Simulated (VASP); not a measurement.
# Pb (Im-3m) in VASP: further runs, part 2 of 2

VASP 6.6.1. Earlier steps stand in the parts before.

### 4 Single point, r2SCAN

Contents of POSCAR:

```
Pb
1.0
   -1.9796595000      1.9796595000      1.9796595000
    1.9796595000     -1.9796595000      1.9796595000
    1.9796595000      1.9796595000     -1.9796595000
Pb
1
Direct
    0.0000000000      0.0000000000      0.0000000000
```

Contents of INCAR.step1:

```
SYSTEM = Pb
PREC = Accurate ; ENCUT = 550
ISMEAR = 1 ; SIGMA = 0.15
LREAL = .False. ; LASPH = .True.
NELM = 120 ; NBANDS = 13
GGA = PE ; ALGO = Normal
EDIFF = 1E-5 ; LWAVE = .True.
LCHARG = .False. ; GGA_COMPAT = .False.
```

Contents of INCAR.step2:

```
SYSTEM = Pb
PREC = Accurate ; ENCUT = 550
EDIFF = 1E-6 ; ISMEAR = 1
SIGMA = 0.15 ; LREAL = .False.
LASPH = .True. ; NELM = 120
ALGO = Normal ; ISIF = 2
LWAVE = .False. ; LCHARG = .False.
METAGGA = R2SCAN ; LMIXTAU = .True.
NBANDS = 13 ; ISTART = 1
GGA_COMPAT = .False.
```

Contents of KPOINTS:

```
regular mesh
0
Gamma
  9 9 9
  0 0 0
```

Potentials or basis: VASP PAW PBE potentials, release 64 (Pb_d).

On the command line:

```bash
> cat potpaw_PBE.64/Pb_d/POTCAR > POTCAR
> cp INCAR.step1 INCAR
> mpirun -np 1 vasp_std > vasp.out
> cp INCAR.step2 INCAR
> mpirun -np 1 vasp_std > vasp.out
```

OUTCAR:

```text
SYSTEM = Pb
   PREC = Accurate
   ENCUT = 550
   EDIFF = 1E-6
   ISMEAR = 1
   LREAL = .False.
   LASPH = .True.
   NELM = 120
   ISIF = 2
   METAGGA = R2SCAN
   ISTART = 1

 ion  position               nearest neighbor table
   1  0.000  0.000  0.000-

  LATTYP: Found a body centered cubic cell.
 ALAT       =     3.9593190000

  Lattice vectors:

 A1 = (  -1.9796595000,   1.9796595000,   1.9796595000)
 A2 = (   1.9796595000,  -1.9796595000,   1.9796595000)
 A3 = (   1.9796595000,   1.9796595000,  -1.9796595000)

Analysis of symmetry for initial positions (statically):
=====================================================================
 Subroutine PRICEL returns:
 Original cell was already a primitive cell.

 Routine SETGRP: Setting up the symmetry group for a
 body centered cubic supercell.

 Subroutine GETGRP returns: Found 48 space group operations
 (whereof 48 operations were pure point group operations)
 out of a pool of 48 trial point group operations.

The static configuration has the point symmetry O_h .

Analysis of symmetry for dynamics (positions and initial velocities):
=====================================================================
[... 162 lines left out ...]
 Fermi energy:         7.0583493172

 k-point     1 :       0.0000    0.0000    0.0000
  band No.  band energies     occupation
      1     -10.8159      2.00000
      2     -10.8159      2.00000
      3     -10.8159      2.00000
      4     -10.5738      2.00000
      5     -10.5738      2.00000
      6      -5.1757      2.00000
      7      14.6915      0.00000
      8      14.6915      0.00000
      9      14.6915      0.00000
     10      18.8107      0.00000
     11      18.8107      0.00000
     12      18.8107      0.00000
     13      19.4269      0.00000
[... 354 lines left out ...]
  band No.  band energies     occupation
      1     -10.8122      2.00000
      2     -10.7556      2.00000
      3     -10.6563      2.00000
      4     -10.5930      2.00000
      5     -10.4518      2.00000
      6      -0.7487      2.00000
      7       3.6514      2.00000
      8       7.6701     -0.00000
      9      11.6828      0.00000
     10      16.2687      0.00000
     11      17.7605      0.00000
     12      18.6178      0.00000
     13      20.4011      0.00000

 [... further k-points ...]
[... 5 lines left out ...]
  --------------------------------------------------------------------------------------
  -------------------------------------------------------------------------------------
  Total       -0.0953074     -0.0953074     -0.0953074      0.0000000      0.0000000     -0.0000000
  in kB       -4.9204623     -4.9204623     -4.9204623      0.0000000      0.0000000     -0.0000000
  external PRESSURE =      -4.9204623 kB  Pullay stress =       0.0000000 kB

 VOLUME and BASIS-vectors are now :
 -----------------------------------------------------------------------------
  energy-cutoff  :      550.00
  volume of cell :       31.03
      direct lattice vectors                 reciprocal lattice vectors
    -1.979659500  1.979659500  1.979659500     0.000000000  0.252568687  0.252568687
     1.979659500 -1.979659500  1.979659500     0.252568687  0.000000000  0.252568687
     1.979659500  1.979659500 -1.979659500     0.252568687  0.252568687  0.000000000

 POSITION                                       TOTAL-FORCE (eV/Angst)
 -----------------------------------------------------------------------------------
      0.00000      0.00000      0.00000        -0.000000      0.000000      0.000000
 -----------------------------------------------------------------------------------
    total drift:                               -0.000000     -0.000000     -0.000000

  FREE ENERGIE OF THE ION-ELECTRON SYSTEM (eV)
  ---------------------------------------------------
  free  energy   TOTEN  =       -56.2204749785 eV

  energy  without entropy=      -56.2235138297  energy(sigma->0) =      -56.22148793
```

OSZICAR.step1:

```text
N       E                     dE             d eps       ncg     rms          rms(c)
DAV:   1     0.107956698505E+03    0.10796E+03   -0.74295E+03   925   0.131E+03
DAV:   2     0.169117938624E+01   -0.10627E+03   -0.10311E+03   945   0.317E+02
DAV:   3    -0.339318771324E+01   -0.50844E+01   -0.50641E+01  1186   0.739E+01
DAV:   4    -0.350904929186E+01   -0.11586E+00   -0.11584E+00  1113   0.119E+01
DAV:   5    -0.351309735058E+01   -0.40481E-02   -0.40479E-02  1280   0.198E+00    0.526E-01
DAV:   6    -0.350305483111E+01    0.10043E-01   -0.13962E-02  1125   0.208E+00    0.267E-01
DAV:   7    -0.350077996943E+01    0.22749E-02   -0.61812E-03  1173   0.127E+00    0.952E-02
DAV:   8    -0.350073699997E+01    0.42969E-04   -0.44585E-04  1161   0.326E-01    0.963E-03
DAV:   9    -0.350073722831E+01   -0.22834E-06   -0.76590E-06   715   0.484E-02
   1 F= -.35007372E+01 E0= -.35015733E+01  d E =0.250832E-02
```

It took 40 s on 1 thread of Intel Xeon Platinum 8559C (Emerald Rapids), shared host; peak memory 0.16 GiB.

Results:

| Item | Value |
| --- | --- |
| Free energy | -56.2205 eV |
| Pressure | -0.5 GPa |
| Band gap on the k mesh | zero (bands 7 and 8 overlap by 9.81 eV) |

Caveat: the PAW data sets were made with another functional, which shifts forces and pressure a little; spin-orbit coupling is left out, which moves the levels of the heavy elements.

### 5 The runs side by side

| level | potentials or basis | cutoff (eV) | gap on the mesh (eV) | pressure (GPa) |
| --- | --- | --- | --- | --- |
| PBEsol | VASP PAW PBE potentials, release 64 (Pb_d) | 500 | none | -2.1 |
| LDA | VASP PAW LDA potentials, release 64 (Pb_d) | 500 | none | -3.4 |
| r2SCAN | VASP PAW PBE potentials, release 64 (Pb_d) | 550 | none | -0.5 |

Alike in all rows: task single point; no spin polarisation; cell as given; k mesh 9 × 9 × 9; smearing methfessel-paxton 0.15 eV.

Caveats: spin-orbit coupling is left out, which moves the levels of the heavy elements; the PAW data sets were made with another functional, which shifts forces and pressure a little (at least some runs); the cell stands under tension (at least some runs).

Absolute energies hang on the potentials; compare differences alone.
